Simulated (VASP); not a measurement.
# ZnS (a cell with a defect) in VASP: single point with PBEsol

Aim: the single point of ZnS (a cell with a defect) with PBEsol.

All numbers are computed with VASP 6.6.1; they aren't measurements. Logs are shortened: lines on timing, memory, paths and dates and some standing lists are left out, and cuts for length are marked.

## 1. The cell of the first run

The cell holds a defect, 62 atoms: a = 10.713 Å, b = 10.713 Å, c = 10.713 Å, α = 90.00°, β = 90.00°, γ = 90.00°.

## 2. Single point, PBEsol

INCAR

```
SYSTEM = ZnS
ALGO = Normal
EDIFF = 1E-6
ENCUT = 400
GGA = PS
GGA_COMPAT = .False.
ISIF = 2
ISMEAR = -1
ISYM = -1
LASPH = .True.
LCHARG = .False.
LREAL = Auto
LWAVE = .False.
NBANDS = 316
NELM = 120
PREC = Accurate
SIGMA = 0.05
```

KPOINTS

```
explicit points
1
Reciprocal
  0.25000000   0.25000000   0.25000000 1
```

POSCAR

```
ZnS
1.0
   10.7125360000      0.0000000000      0.0000000000
    0.0000000000     10.7125360000      0.0000000000
    0.0000000000      0.0000000000     10.7125360000
Zn S
31 31
Direct
    0.0000360000      0.0002080000      0.9998970000
    0.0022910000      0.0023610000      0.4986840000
    0.0020020000      0.4989870000      0.0021850000
    0.0040310000      0.4999110000      0.4996540000
    0.4986950000      0.0024110000      0.0020310000
    0.4999080000      0.0041920000      0.4997890000
    0.4997010000      0.5000390000      0.0039370000
    0.2500880000      0.2505380000      0.0004310000
    0.2573340000      0.2574060000      0.5037830000
    0.2476130000      0.7491140000      0.0020630000
    0.2520690000      0.7423450000      0.4903460000
    0.7489950000      0.2476870000      0.0020800000
    0.7422200000      0.2524180000      0.4904740000
    0.7475500000      0.7479180000      0.0036930000
    0.7788860000      0.7789070000      0.4661400000
    0.2502700000      0.0006190000      0.2501210000
    0.2473790000      0.0024450000      0.7490230000
    0.2572000000      0.5039690000      0.2572450000
    0.2522150000      0.4907730000      0.7421240000
    0.7489730000      0.0025060000      0.2474060000
    0.7477710000      0.0039130000      0.7474950000
    0.7420910000      0.4906710000      0.2520360000
    0.7785490000      0.4666330000      0.7788710000
    0.0003890000      0.2503230000      0.2502110000
    0.0021760000      0.2479670000      0.7489610000
    0.0021670000      0.7491930000      0.2473870000
    0.0036700000      0.7477290000      0.7475580000
    0.5037970000      0.2574920000      0.2572170000
    0.4904220000      0.2522540000      0.7421220000
    0.4904720000      0.7423770000      0.2520960000
    0.4664730000      0.7793950000      0.7784080000
    0.1242990000      0.1245160000      0.1242930000
    0.1257860000      0.1263020000      0.6227560000
    0.1260210000      0.6228810000      0.1258440000
    0.1261970000      0.6242350000      0.6240240000
    0.6226400000      0.1262040000      0.1259080000
    0.6241030000      0.1264120000      0.6241110000
    0.6240700000      0.6243050000      0.1261700000
    0.3741340000      0.3744030000      0.1254720000
    0.3827690000      0.3829480000      0.6182200000
    0.3742150000      0.8745890000      0.1238310000
    0.3703900000      0.8760690000      0.6201080000
    0.8743980000      0.3742890000      0.1239210000
    0.8754140000      0.3713060000      0.6203120000
    0.8740710000      0.8743780000      0.1240110000
    0.8750620000      0.8751730000      0.6261410000
    0.3741570000      0.1256870000      0.3741440000
    0.3739590000      0.1241900000      0.8744270000
    0.3827220000      0.6184640000      0.3827290000
    0.3712740000      0.6206700000      0.8751540000
    0.8743430000      0.1240640000      0.3742960000
    0.8741920000      0.1243450000      0.8739800000
    0.8756810000      0.6204140000      0.3706330000
    0.8749900000      0.6264850000      0.8751970000
    0.1255020000      0.3742430000      0.3741030000
    0.1239180000      0.3746690000      0.8744120000
    0.1238630000      0.8746190000      0.3740380000
    0.1240310000      0.8741650000      0.8740620000
    0.6182780000      0.3829910000      0.3827490000
    0.6201520000      0.3708330000      0.8756370000
    0.6202320000      0.8757610000      0.3707590000
    0.6262150000      0.8756150000      0.8751440000
```

Potentials or basis: VASP PAW PBE potentials, release 64 (Zn, S).

On the command line:

```bash
> cat potpaw_PBE.64/Zn/POTCAR potpaw_PBE.64/S/POTCAR > POTCAR
> mpirun -np 1 vasp_std > vasp.out
```

OUTCAR:

```text
SYSTEM = ZnS
   EDIFF = 1E-6
   ENCUT = 400
   GGA = PS
   ISIF = 2
   ISMEAR = -1
   ISYM = -1
   LASPH = .True.
   LREAL = Auto
   NELM = 120
   PREC = Accurate

 ion  position               nearest neighbor table
   1  0.000  0.000  1.000-  32 2.31  58 2.32  52 2.32  45 2.33
   2  0.002  0.002  0.499-  33 2.30  57 2.31  51 2.31  46 2.36
   3  0.002  0.499  0.002-  34 2.30  56 2.31  43 2.31  54 2.36
   4  0.004  0.500  0.500-  35 2.29  55 2.31  44 2.34  53 2.34
   5  0.499  0.002  0.002-  36 2.30  41 2.31  48 2.31  62 2.36
   6  0.500  0.004  0.500-  37 2.29  47 2.31  61 2.34  42 2.34
   7  0.500  0.500  0.004-  38 2.29  39 2.31  50 2.34  60 2.34
   8  0.250  0.251  0.000-  39 2.31  32 2.32  48 2.33  56 2.33
   9  0.257  0.257  0.504-  40 2.26  47 2.34  55 2.34  33 2.36
  10  0.248  0.749  0.002-  34 2.30  41 2.31  58 2.33  50 2.34
  11  0.252  0.742  0.490-  49 2.25  57 2.33  35 2.34  42 2.36
  12  0.749  0.248  0.002-  36 2.30  43 2.31  52 2.33  60 2.34
  13  0.742  0.252  0.490-  59 2.25  51 2.33  37 2.34  44 2.36
  14  0.748  0.748  0.004-  38 2.29  45 2.31  54 2.33  62 2.34
  15  0.779  0.779  0.466-  53 2.24  61 2.24  46 2.25
  16  0.250  0.001  0.250-  47 2.31  32 2.32  41 2.33  57 2.33
  17  0.247  0.002  0.749-  33 2.30  48 2.31  58 2.33  42 2.34
  18  0.257  0.504  0.257-  49 2.26  39 2.34  55 2.34  34 2.36
  19  0.252  0.491  0.742-  40 2.25  56 2.33  35 2.34  50 2.37
  20  0.749  0.003  0.247-  36 2.30  51 2.31  45 2.33  61 2.34
  21  0.748  0.004  0.747-  37 2.29  52 2.31  46 2.33  62 2.34
  22  0.742  0.491  0.252-  59 2.25  43 2.33  38 2.34  53 2.37
  23  0.779  0.467  0.779-  44 2.24  60 2.24  54 2.25
  24  0.000  0.250  0.250-  55 2.31  32 2.32  43 2.33  51 2.33
  25  0.002  0.248  0.749-  33 2.30  56 2.31  52 2.33  44 2.34
  26  0.002  0.749  0.247-  34 2.30  57 2.31  45 2.33  53 2.34
  27  0.004  0.748  0.748-  35 2.29  58 2.31  46 2.34  54 2.34
  28  0.504  0.257  0.257-  59 2.26  39 2.34  47 2.34  36 2.36
  29  0.490  0.252  0.742-  40 2.25  48 2.33  37 2.34  60 2.36
  30  0.490  0.742  0.252-  49 2.25  41 2.33  38 2.34  61 2.36
  31  0.466  0.779  0.778-  50 2.24  42 2.24  62 2.25
  32  0.124  0.125  0.124-   1 2.31  24 2.32   8 2.32  16 2.32
  33  0.126  0.126  0.623-   2 2.30  25 2.30  17 2.30   9 2.36
  34  0.126  0.623  0.126-   3 2.30  10 2.30  26 2.30  18 2.36
  35  0.126  0.624  0.624-  27 2.29   4 2.29  19 2.34  11 2.34
  36  0.623  0.126  0.126-  20 2.30   5 2.30  12 2.30  28 2.36
  37  0.624  0.126  0.624-  21 2.29   6 2.29  29 2.34  13 2.34
  38  0.624  0.624  0.126-  14 2.29   7 2.29  22 2.34  30 2.34
  39  0.374  0.374  0.125-   7 2.31   8 2.31  18 2.34  28 2.34
  40  0.383  0.383  0.618-  29 2.25  19 2.25   9 2.26
  41  0.374  0.875  0.124-  10 2.31   5 2.31  16 2.33  30 2.33
  42  0.370  0.876  0.620-  31 2.24   6 2.34  17 2.34  11 2.36
  43  0.874  0.374  0.124-  12 2.31   3 2.31  24 2.33  22 2.33
  44  0.875  0.371  0.620-  23 2.24   4 2.34  25 2.34  13 2.36
  45  0.874  0.874  0.124-  14 2.31   1 2.33  20 2.33  26 2.33
  46  0.875  0.875  0.626-  15 2.25  21 2.33  27 2.34   2 2.36
  47  0.374  0.126  0.374-   6 2.31  16 2.31   9 2.34  28 2.34
  48  0.374  0.124  0.874-  17 2.31   5 2.31   8 2.33  29 2.33
  49  0.383  0.618  0.383-  11 2.25  30 2.25  18 2.26
  50  0.371  0.621  0.875-  31 2.24   7 2.34  10 2.34  19 2.37
  51  0.874  0.124  0.374-  20 2.31   2 2.31  24 2.33  13 2.33
  52  0.874  0.124  0.874-  21 2.31   1 2.32  25 2.33  12 2.33
  53  0.876  0.620  0.371-  15 2.24   4 2.34  26 2.34  22 2.37
  54  0.875  0.626  0.875-  23 2.25  14 2.33  27 2.34   3 2.36
  55  0.126  0.374  0.374-   4 2.31  24 2.31  18 2.34   9 2.34
  56  0.124  0.375  0.874-  25 2.31   3 2.31   8 2.33  19 2.33
  57  0.124  0.875  0.374-  26 2.31   2 2.31  16 2.33  11 2.33
  58  0.124  0.874  0.874-  27 2.31   1 2.32  10 2.33  17 2.33
  59  0.618  0.383  0.383-  22 2.25  13 2.25  28 2.26
  60  0.620  0.371  0.876-  23 2.24   7 2.34  12 2.34  29 2.36
  61  0.620  0.876  0.371-  15 2.24   6 2.34  20 2.34  30 2.36
  62  0.626  0.876  0.875-  31 2.25  21 2.34  14 2.34   5 2.36

IMPORTANT INFORMATION: All symmetrisations will be switched off!
NOSYMM: (Re-)initialisation of all symmetry stuff for point group C_1.

----------------------------------------------------------------------------------------

                                     Primitive cell

  volume of cell :    1229.3538

  direct lattice vectors                    reciprocal lattice vectors
    10.712536000  0.000000000  0.000000000     0.093348578  0.000000000  0.000000000
     0.000000000 10.712536000  0.000000000     0.000000000  0.093348578  0.000000000
     0.000000000  0.000000000 10.712536000     0.000000000  0.000000000  0.093348578

  length of vectors
    10.712536000 10.712536000 10.712536000     0.093348578  0.093348578  0.093348578

  position of ions in fractional coordinates (direct lattice)
     0.000036000  0.000208000  0.999897000
     0.002291000  0.002361000  0.498684000
     0.002002000  0.498987000  0.002185000
     0.004031000  0.499911000  0.499654000
     0.498695000  0.002411000  0.002031000
     0.499908000  0.004192000  0.499789000
[... 54 lines left out ...]
     0.620232000  0.875761000  0.370759000
     0.626215000  0.875615000  0.875144000

  ion indices of the primitive-cell ions
   primitive index   ion index
                 1           1
                 2           2
                 3           3
                 4           4
                 5           5
                 6           6
[... 54 lines left out ...]
                61          61
                62          62

----------------------------------------------------------------------------------------

 KPOINTS: explicit points

Read explicit list of k-points.

 Found      1 k-points:

 Following reciprocal coordinates:
            Coordinates               Weight
  0.250000  0.250000  0.250000      1.000000
   k-points           NKPTS =      1   k-points in BZ     NKDIM =      1   number of bands    NBANDS=    316
   number of dos      NEDOS =    301   number of ions     NIONS =     62
   total plane-waves  NPLWV = 343000
   dimension x,y,z NGX =    70 NGY =   70 NGZ =   70
   dimension x,y,z NGXF=   140 NGYF=  140 NGZF=  140
   ions per type =              31  31
   NGX,Y,Z   is equivalent  to a cutoff of  10.86, 10.86, 10.86 a.u.
   NGXF,Y,Z  is equivalent  to a cutoff of  21.73, 21.73, 21.73 a.u.
 SYSTEM =  ZnS
   PREC   = accura    normal or accurate (medium, high low for compatibility)
   ISTART =      0    job   : 0-new  1-cont  2-samecut
   ICHARG =      2    charge: 1-file 2-atom 10-const
   ISPIN  =      1    spin polarized calculation?
   LNONCOLLINEAR =      F non collinear calculations
   LSORBIT =      F    spin-orbit coupling
   LASPH  =      T    aspherical Exc in radial PAW
   ENCUT  =  400.0 eV  29.40 Ry    5.42 a.u.  17.47 17.47 17.47*2*pi/ulx,y,z
   NELM   =    120;   NELMIN=  2; NELMDL= -5     # of ELM steps
   EDIFF  = 0.1E-05   stopping-criterion for ELM
   LREAL  =      T    real-space projection
   EDIFFG = 0.1E-04   stopping-criterion for IOM
   NSW    =      0    number of steps for IOM
   IBRION =     -1    ionic relax: 0-MD 1-quasi-New 2-CG
   NFREE  =      0    steps in history (QN), initial steepest desc. (CG)
   ISIF   =      2    stress and relaxation
   ISYM   =     -1    0-nonsym 1-usesym 2-fastsym
   POTIM  = 0.5000    time-step for ionic-motion
   TEBEG  =    0.0;   TEEND  =   0.0 temperature during run
   PSTRESS=    0.0 pullay stress
   NELECT =     558.0000    total number of electrons
   NUPDOWN=      -1.0000    fix difference up-down
   EMIN   =  10.00;   EMAX   =-10.00  energy-range for DOS
   EFERMI =   0.00;   METHOD = LEGACY
   ISMEAR =    -1;   SIGMA  =   0.05  broadening in eV -4-tet -1-fermi 0-gaus
   EFERMI_NEDOS =   21; number of points for ismear=-14 and -15
   IALGO  =     38    algorithm
   IMIX   =      4    mixing-type and parameters
     AMIX     =   0.40;   BMIX     =  1.00
     AMIX_MAG =   1.60;   BMIX_MAG =  1.00
  volume/ion in A,a.u.               =      19.83       133.81
  Fermi-wavevector in a.u.,A,eV,Ry     =   1.258135  2.377531 21.536715  1.582904
  Thomas-Fermi vector in A             =   2.391760
   LORBIT       =      0    0 simple, 1 ext, 2 COOP (PROOUT), +10 PAW based schemes
   GGA     = PS    functional components
   LHFCALC =     F    Hartree Fock is set to
   AEXX    =    0.0000 exact exchange contribution
   IVDW    =     0    specifies the selected vdW correction
   LEPSILON=     F    determine dielectric tensor
   LRPA    =     F    only Hartree local field effects (RPA)
 non-spin polarized calculation
  energy-cutoff  :      400.00
  volume of cell :     1229.35
 maximum number of plane-waves:     22331
 NGX is ok and might be reduce to    70
   NGX = 35   NGY = 35   NGZ = 35

 number of electron     558.0000024 magnetization

 Free energy of the ion-electron system (eV)
  ---------------------------------------------------
  ext. energy  EPLUGINS =         0.00000000
  ---------------------------------------------------
  free energy    TOTEN  =      -232.50206116 eV

  energy without entropy =     -232.50206116  energy(sigma->0) =     -232.50206116

 E-fermi :   3.3955     XC(G=0):  -9.7673

 val. band max:        2.1154840068   @ k =   0.2500   0.2500   0.2500
 cond. band min:       4.7093809340   @ k =   0.2500   0.2500   0.2500
 fundamental gap:      2.5938969272
 Fermi energy:         3.3954759632

 k-point     1 :       0.2500    0.2500    0.2500
  band No.  band energies     occupation
      1     -11.2353      2.00000
      2     -10.9761      2.00000
      3     -10.9747      2.00000
      4     -10.8782      2.00000
      5     -10.7167      2.00000
      6     -10.7150      2.00000
[... 283 lines left out ...]
    290       6.0159      0.00000
    291       6.0307      0.00000
 [bands above 291 left out]

------------------------ aborting loop because EDIFF is reached ----------------------------------------

  FORCE on cell =-STRESS in cart. coord.  units (eV):
  Direction    XX          YY          ZZ          XY          YZ          ZX
  --------------------------------------------------------------------------------------
  -------------------------------------------------------------------------------------
  Total        0.9518130      0.9843281      0.9641363     -2.5299752     -2.4436548     -2.4867751
  in kB        1.2404673      1.2828432      1.2565280     -3.2972354     -3.1847369     -3.2409341
  external PRESSURE =       1.2599462 kB  Pullay stress =       0.0000000 kB

 VOLUME and BASIS-vectors are now :
 -----------------------------------------------------------------------------
  energy-cutoff  :      400.00
  volume of cell :     1229.35
      direct lattice vectors                 reciprocal lattice vectors
    10.712536000  0.000000000  0.000000000     0.093348578  0.000000000  0.000000000
     0.000000000 10.712536000  0.000000000     0.000000000  0.093348578  0.000000000
     0.000000000  0.000000000 10.712536000     0.000000000  0.000000000  0.093348578

 POSITION                                       TOTAL-FORCE (eV/Angst)
 -----------------------------------------------------------------------------------
      0.00039      0.00223     10.71143         0.001129      0.000982      0.002321
      0.02454      0.02529      5.34217         0.001153      0.004848      0.002920
      0.02145      5.34542      0.02341         0.011272     -0.002801      0.010420
      0.04318      5.35531      5.35256        -0.004920      0.005250      0.006363
      5.34229      0.02583      0.02176        -0.007715      0.013889      0.015568
      5.35528      0.04491      5.35401        -0.005478     -0.002362     -0.000092
[... 54 lines left out ...]
      6.64426      9.38162      3.97177        -0.001053     -0.003337      0.002911
      6.70835      9.38006      9.37501         0.020529     -0.009228     -0.008045
 -----------------------------------------------------------------------------------
    total drift:                               -0.014412     -0.019227     -0.015351

  FREE ENERGIE OF THE ION-ELECTRON SYSTEM (eV)
  ---------------------------------------------------
  free  energy   TOTEN  =      -232.5020611575 eV

  energy  without entropy=     -232.5020611575  energy(sigma->0) =     -232.50206116
```

It took 10 min on 1 thread of Intel Xeon Platinum 8259CL at 2.50GHz (Skylake/Cascade Lake), shared host; peak memory 0.76 GiB.

What came out:

```
Free energy            : -232.5021 eV
Pressure               : 0.1 GPa
Largest force          : 0.027 eV/Å
Band gap on the k mesh : 2.59 eV
```

Forces in eV/Å, atoms in the order of the input:
```
Zn   0.001  0.001  0.002
Zn   0.001  0.005  0.003
Zn   0.011 -0.003  0.010
Zn  -0.005  0.005  0.006
Zn  -0.008  0.014  0.016
Zn  -0.005 -0.002  0.000
Zn   0.006  0.002 -0.006
Zn   0.000  0.002  0.002
Zn  -0.006 -0.002  0.012
Zn   0.005  0.000  0.000
Zn  -0.004 -0.004 -0.007
Zn   0.006 -0.005  0.009
Zn  -0.007 -0.001 -0.004
Zn  -0.004  0.001  0.001
Zn  -0.011 -0.002 -0.003
Zn   0.001  0.002  0.002
Zn  -0.011  0.011  0.006
Zn   0.001  0.011  0.000
Zn   0.003 -0.006 -0.004
Zn   0.002  0.002  0.003
Zn  -0.001  0.004  0.001
Zn  -0.001 -0.009  0.000
Zn  -0.006 -0.001 -0.002
Zn   0.000 -0.002  0.003
Zn   0.003  0.003  0.005
Zn   0.008  0.004 -0.006
Zn   0.000 -0.002 -0.001
Zn   0.010 -0.001  0.002
Zn  -0.011  0.000 -0.003
Zn  -0.011 -0.006  0.001
Zn  -0.002 -0.002 -0.004
S   -0.001 -0.001 -0.002
S    0.008 -0.004 -0.013
S   -0.003 -0.006  0.001
S    0.004  0.008  0.002
S   -0.008 -0.001 -0.003
S    0.008  0.007  0.002
S    0.004  0.006  0.003
S   -0.003 -0.001  0.006
S    0.009  0.007 -0.012
S    0.003  0.000 -0.009
S    0.023 -0.010 -0.010
S   -0.003  0.006 -0.010
S    0.001 -0.007 -0.013
S   -0.002 -0.002 -0.002
S    0.007  0.005  0.014
S    0.002  0.006 -0.006
S    0.011 -0.009 -0.002
S    0.010 -0.013  0.006
S   -0.016 -0.012  0.010
S    0.003 -0.004 -0.004
S   -0.003 -0.003  0.001
S   -0.006 -0.011  0.002
S    0.001  0.014 -0.005
S    0.007 -0.001  0.000
S   -0.008 -0.005 -0.003
S   -0.004  0.000  0.006
S   -0.001  0.002 -0.003
S   -0.016  0.007  0.007
S   -0.008  0.012 -0.006
S   -0.001 -0.003  0.003
S    0.021 -0.009 -0.008
```

Caveat: the PAW data sets were made with another functional, which shifts forces and pressure a little.
